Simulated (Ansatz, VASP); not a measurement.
## Two plane-wave programs on Cs

```
CELL_PARAMETERS angstrom
5.33741 0.00000 0.00000
-2.66871 4.62234 0.00000
0.00000 0.00000 17.69192
ATOMIC_POSITIONS crystal
Cs 0.00000 0.00000 0.00000
Cs 0.33333 0.66667 0.25000
Cs 0.00000 0.00000 0.50000
Cs 0.66667 0.33333 0.75000
```

Alike in both runs: functional PBEsol; k mesh 9 × 9 × 4; occupations gaussian, width 0.1 eV; no spin polarisation.

Ansatz relaxed the structure, and its values are those at the end. VASP's run is a single point on that final structure, the one shown.

|  | VASP | Ansatz |
| --- | --- | --- |
| version | VASP 6.6.1 | Ansatz 0.2.0 |
| potentials or method | VASP PAW PBE potentials, release 64 (Cs_sv), cutoff 500 eV | scalar-relativistic, plane waves, PAW |
| valence electrons in the cell | 36 | 36 |

```tsv
	VASP	Ansatz	Ansatz less VASP
gap on the k mesh at the Fermi level (eV)	none	none	-
pressure (GPa)	0.0	0.0	+0.01
```

VASP's potentials were made for PBE, not for PBEsol. A gap of «none» marks a metal or a gap that the smearing closes.

Spin-orbit coupling is off throughout.
